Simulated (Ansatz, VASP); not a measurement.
## ZnS2 in VASP and in Ansatz

```xyz
12
Lattice="5.8277 0.0000 0.0000 0.0000 5.8277 0.0000 0.0000 0.0000 5.8277" Properties=species:S:1:pos:R:3 pbc="T T T"
Zn    2.9138    2.9138    0.0000
Zn    2.9138    0.0000    2.9138
Zn    0.0000    2.9138    2.9138
Zn    0.0000    0.0000    0.0000
S     0.5966    5.2311    2.3173
S     5.2311    2.3173    0.5966
S     2.3173    0.5966    5.2311
S     3.5104    3.5104    3.5104
S     5.2311    0.5966    3.5104
S     0.5966    3.5104    5.2311
S     3.5104    5.2311    0.5966
S     2.3173    2.3173    2.3173
```

Alike in both runs: functional LDA; k mesh 6 × 6 × 6; occupations gaussian, width 0.02 eV; no spin polarisation.

Ansatz relaxed the structure, and its values are those at the end. VASP's run is a single point on that final structure, the one shown.

```csv
,VASP,Ansatz
version,VASP 6.6.1,Ansatz 0.2.0
potentials or method,"VASP PAW LDA potentials, release 64 (Zn, S), cutoff 520 eV","scalar-relativistic, plane waves, PAW"
valence electrons in the cell,96,96
```

Ansatz gave:

| Quantity | Value |
| --- | --- |
| gap on the k mesh at the Fermi level (eV) | 1.33 |
| least direct gap on the mesh (eV) | 1.33 |
| pressure (GPa) | 0.0 |
| rms of the force components (eV/Å) | 0.000 |

What did VASP give for the same quantities?

gap on the k mesh at the Fermi level (eV): 1.36; least direct gap on the mesh (eV): 1.36; pressure (GPa): 0.0; rms of the force components (eV/Å): 0.056.

LDA's correlation is that of Perdew and Zunger in VASP and of Perdew and Wang (1992) in Ansatz.
